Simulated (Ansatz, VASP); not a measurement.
# PbS: VASP beside Ansatz

Contents of INCAR:

```
SYSTEM = PbS
ALGO     = Normal         ! electronic algorithm
EDIFF    = 1E-6           ! SCF threshold, eV
ENCUT    = 520            ! plane-wave cutoff, eV
GGA      = PE             ! functional
ISIF     = 2              ! what is computed and relaxed
ISMEAR   = 0              ! smearing method
LASPH    = .True.         ! aspherical terms in the spheres
LCHARG   = .False.        ! write CHGCAR
LREAL    = .False.        ! projectors in reciprocal space
LWAVE    = .False.        ! write WAVECAR
NBANDS   = 17             ! bands
NELM     = 60             ! most SCF steps
PREC     = Accurate       ! precision mode
SIGMA    = 0.03           ! smearing width, eV
```

File KPOINTS:

```
k-points
0
Gamma
  10 10 10
  0 0 0
```

POSCAR

```
PbS
1.0
    0.0000000000      2.9650000000      3.0094750000
    2.9650000000      0.0000000000      3.0094750000
    2.9650000000      2.9650000000      0.0000000000
Pb S
1 1
Direct
    0.0000000000      0.0000000000      0.0000000000
    0.5000000000      0.5000000000      0.5000000000
```

Input for Ansatz:

```yaml
crystal:
  lattice:
    - [0.0, 2.965, 3.009475]
    - [2.965, 0.0, 3.009475]
    - [2.965, 2.965, 0.0]
  atoms:
    - { symbol: Pb, position: [0.0, 0.0, 0.0] }
    - { symbol: S, position: [0.5, 0.5, 0.5] }
basis:
  ecutwfc: 420
kpoints:
  mp_grid: { grid: [10, 10, 10] }
hamiltonian:
  xc: pbe
scf:
  occupations: { method: gaussian, width: 0.03 }
output:
  forces: true
  stress: true
  eigenvalues: true
```

Change from the starting cell: strain +0.000 along x and y, +0.015 along z, atoms carried along.

Alike in both runs: task single point; functional PBE; k mesh 10 × 10 × 10; occupations gaussian, width 0.03 eV; no spin polarisation.

```csv
,VASP,Ansatz
version,VASP 6.6.1,Ansatz 0.2.0
potentials or method,"VASP PAW PBE potentials, release 64 (Pb_d, S), cutoff 520 eV","scalar-relativistic, plane waves, PAW"
valence electrons in the cell,20,20
```

```tsv
	VASP	Ansatz	Ansatz less VASP
gap on the k mesh at the Fermi level (eV)	0.41	0.40	-0.007
least direct gap on the mesh (eV)	0.41	0.40	-0.007
pressure (GPa)	1.3	1.4	+0.09
traceless stress, the component that is largest in VASP (GPa)	-1.18	-1.18	+0.001
```

Spin-orbit coupling is off throughout.
